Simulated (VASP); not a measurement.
Crystal: Hf5Te.

```xyz
6
Lattice="5.8847 0.0000 0.0000 -2.9424 5.0963 0.0000 0.0000 0.0000 4.6510" Properties=species:S:1:pos:R:3 pbc="T T T"
Hf    2.9424    0.0000    2.3255
Hf    1.4712    2.5482    2.3255
Hf   -1.4712    2.5482    2.3255
Hf    0.0000    3.3975    0.0000
Hf    2.9424    1.6988    0.0000
Te    0.0000    0.0000    0.0000
```

```yaml
Program: VASP 6.6.1
Task: relaxation of cell and atoms
Functional: PBE
Potentials_or_basis: VASP PAW PBE potentials, release 64 (Hf_pv, Te)
Cutoff: 600 eV
k_mesh: 3 × 3 × 4
Occupations: gaussian, width 0.1 eV
Spin: no spin polarisation
```

At the start: pressure 7.0 GPa; volume 23.25 Å³/atom.

Task: How do energy, volume and symmetry change on relaxing?

Result: Over 3 steps the energy falls by 39.6 meV/atom and the volume is 25.17 Å³/atom (+8.3 %); space group P6/mmm (No. 191, to 0.05 Å).

The path:
| step | energy change (eV) | largest force (eV/Å) | pressure (GPa) | volume (Å³) |
| --- | --- | --- | --- | --- |
| 1 | 0.0000 | 0.0000 | 6.98 | 139.49 |
| 2 | -0.0970 | 0.0000 | -4.22 | 160.93 |
| 3 | -0.2375 | 0.0000 | -0.08 | 151.00 |

Final structure:
```xyz
6
Lattice="6.0250 0.0000 0.0000 -3.0125 5.2178 0.0000 0.0000 0.0000 4.8031" Properties=species:S:1:pos:R:3 pbc="T T T"
Hf    0.0000    5.2178    2.4015
Hf    1.5063    2.6089    2.4015
Hf   -1.5063    2.6089    2.4015
Hf    0.0000    3.4786    0.0000
Hf    3.0125    1.7393    0.0000
Te    0.0000    0.0000    4.8031
```

Caveat: the k points lie up to 0.40 Å⁻¹ apart in the final cell.
